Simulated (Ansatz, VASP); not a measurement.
**Be in VASP and in Ansatz**

INCAR

```
SYSTEM = Be
PREC = Accurate
ENCUT = 520
EDIFF = 1E-6
ISMEAR = -1
SIGMA = 0.1
LREAL = .False.
LASPH = .True.
NELM = 60
ALGO = Normal
ISIF = 2
LWAVE = .False.
LCHARG = .False.
GGA = PE
NBANDS = 7
```

File KPOINTS:

```
regular mesh
0
Gamma
  10 10 10
  0 0 0
```

POSCAR

```
Be
1.0
   -1.2739720000      1.2739720000      1.2739720000
    1.2739720000     -1.2739720000      1.2739720000
    1.2739720000      1.2739720000     -1.2739720000
Be
1
Direct
    0.0000000000      0.0000000000      0.0000000000
```

Input for Ansatz:

```yaml
crystal:
  lattice:
    - [-1.273972, 1.273972, 1.273972]
    - [1.273972, -1.273972, 1.273972]
    - [1.273972, 1.273972, -1.273972]
  atoms:
    - { symbol: Be, position: [0.0, 0.0, 0.0] }
  symmetry: { tolerance: 0.0003 }
kpoints:
  mp_grid: { grid: [10, 10, 10], shift: [0, 0, 0] }
magnetization:
  spin_polarized: false
scf:
  occupations: { method: fermi_dirac }
  convergence: { dr2_threshold: 1.0e-08 }
hamiltonian:
  pseudopotentials: { kind: paw }
  xc: pbe
basis:
  ecutwfc: 420
  ecutrho_ratio: 8
  xc_grid: 4
output:
  forces: true
  stress: true
  eigenvalues: true
```

Alike in both runs: task single point; functional PBE; k mesh 10 × 10 × 10; no spin polarisation.

|  | VASP | Ansatz |
| --- | --- | --- |
| version | VASP 6.6.1 | Ansatz 0.2.0 |
| potentials or method | VASP PAW PBE potentials, release 64 (Be), cutoff 520 eV | PAW plane waves |
| occupations | fermi-dirac, width 0.1 eV | fermi-dirac |
| valence electrons in the cell | 2 | 2 |

|  | VASP | Ansatz | Ansatz less VASP |
| --- | --- | --- | --- |
| gap on the k mesh at the Fermi level (eV) | none | none | - |
| pressure (GPa) | -6.1 | -6.2 | -0.13 |

A gap of «none» marks a metal or a gap that the smearing closes. Ansatz's warnings: stress scf threshold loose.
